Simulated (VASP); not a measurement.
Crystal: Nb.

```
Nb
1.0
     0.00000    2.88500    2.88500
     2.88500    0.00000    2.88500
     2.88500    2.88500    0.00000
Nb
2
Direct
  0.00000 0.00000 0.00000
  0.25000 0.25000 0.25000
```

This isn't the form of Nb at room conditions, which is bcc.

| Property | Result |
| --- | --- |
| Program | VASP 6.6.1 |
| Task | relaxation of cell and atoms |
| Functional | PBE |
| Potentials or basis | VASP PAW PBE potentials, release 64 (Nb_sv) |
| Cutoff | 600 eV |
| k mesh | 7 × 7 × 7 |
| Occupations | fermi-dirac, width 0.05 eV |
| Spin | no spin polarisation |

At the start: pressure 5.3 GPa; volume 24.01 Å³/atom.

**Question.** How do energy, volume and symmetry change on relaxing?

**Answer.** Over 3 steps the energy falls by 26.1 meV/atom and the volume is 25.69 Å³/atom (+7.0 %); space group Fd-3m (No. 227, to 0.1 Å) before and after.

The path:
```csv
step,energy change (eV),largest force (eV/Å),pressure (GPa),volume (Å³)
1,0.0000,0.0000,5.26,48.03
2,-0.0308,0.0000,-2.84,53.71
3,-0.0522,0.0000,-0.02,51.38
```

Final structure:
```
Nb
1.0
     0.00000    2.95075    2.95075
     2.95075    0.00000    2.95075
     2.95075    2.95075    0.00000
Nb
2
Direct
  0.00000 0.00000 0.00000
  0.25000 0.25000 0.25000
```
